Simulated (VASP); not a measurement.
Write the native input for VASP 6.6.1 that does the following.

- Task: single point
- Functional: PBE
- Potentials or basis: VASP PAW PBE potentials, release 64 (Si)
- Cutoff: 520 eV
- k mesh: 6 × 6 × 4
- Occupations: gaussian, width 0.1 eV
- Spin: no spin polarisation
- Dipole correction: no
- Further INCAR settings: ALGO = Normal; EDIFF = 1e-06; NBANDS = 11

The structure of Si lies in POSCAR:

```
Si
1.0
    3.1514818068      0.0000000000      0.0000000000
   -1.5757409034      2.7292633042      0.0000000000
    0.0000000000      0.0000000000      5.1150218733
Si
2
Direct
    0.3333333333      0.6666666667      0.2500000000
    0.6666666667      0.3333333333      0.7500000000
```

The input as run:

INCAR

```
  ALGO = Normal
  EDIFF = 1E-6
  ENCUT = 520
  GGA = PE
  ISIF = 2
  ISMEAR = 0
  LASPH = True
  LCHARG = True
  LELF = True
  LREAL = False
  LVHAR = True
  LWAVE = False
  NBANDS = 11
  NELM = 60
  PREC = Accurate
  SIGMA = 0.1
```

KPOINTS

```
k-points
0
Gamma
  6 6 4
```

Potentials or basis: VASP PAW PBE potentials, release 64 (Si).

Launch:

```sh
$ cat potpaw_PBE.64/Si/POTCAR > POTCAR
$ mpirun -np 1 vasp_std > vasp.out
```

It gave:

```yaml
Pressure: -15.7 GPa
Band_gap_on_the_k_mesh: zero (band 4 reaches 10.64 eV, above the bottom of band 5 at 3.43 eV)
```

Caveat: the k points lie up to 0.38 Å⁻¹ apart.

Run time: 4.9 s on 1 thread of Intel(R) Xeon(R) Platinum 8559C (Emerald Rapids), on a shared host, peak memory 0.14 GiB.
